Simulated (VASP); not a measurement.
Runs of VASP 6.6.1 on WSe2. The structure is that of space group P6_3/mmc (No. 194), or close to it. The cells are those of the table. 

| cell | gap on the mesh (eV) | pressure (GPa) | largest force (eV/Å) |
| --- | --- | --- | --- |
| a = 3.129, b = 3.129, c = 13.229 Å, angles 90.0, 90.0, 120.0°, 6 atoms | 0.62 | -1.2 | 0.99 |
| a = 3.275, b = 3.275, c = 12.081 Å, angles 90.0, 90.0, 120.0°, 6 atoms | 0.60 | 1.5 | 0.51 |
| a = 3.040, b = 3.040, c = 14.019 Å, angles 90.0, 90.0, 120.0°, 6 atoms | (b) | (c) | 1.91 |
| a = 2.960, b = 2.960, c = 14.787 Å, angles 90.0, 90.0, 120.0°, 6 atoms | none | -1.1 | 2.13 |
| a = 3.480, b = 3.480, c = 10.698 Å, angles 90.0, 90.0, 120.0°, 6 atoms | none | 7.0 | 2.15 |
| a = 3.410, b = 3.410, c = 11.140 Å, angles 90.0, 90.0, 120.0°, 6 atoms | none | (a) | 1.68 |
| a = 3.178, b = 3.178, c = 12.825 Å, angles 90.0, 90.0, 120.0°, 6 atoms | 0.77 | -0.5 | 0.47 |
| a = 3.322, b = 3.322, c = 11.743 Å, angles 90.0, 90.0, 120.0°, 6 atoms | 0.42 | (d) | 0.96 |

Alike in all rows: task single point; level PBEsol+D3(BJ); potentials or basis VASP PAW PBE potentials, release 64 (W_sv, Se); no spin polarisation; k mesh 12 × 12 × 4; cutoff (eV) 520; smearing gaussian 0.05 eV.

Task: Estimate the missing entries.

Result: (a) 5.0; (b) 0.10; (c) -1.6; (d) 2.7.

Caveats: the PAW data sets were made with another functional, which shifts forces and pressure a little; spin-orbit coupling is left out, which moves the levels of the heavy elements; the cell stands under pressure (at least some runs).

A k mesh can miss the band edges, and the runs leave out spin-orbit coupling on Se, W.

A gap of «none» marks levels without a gap at the run's occupations.
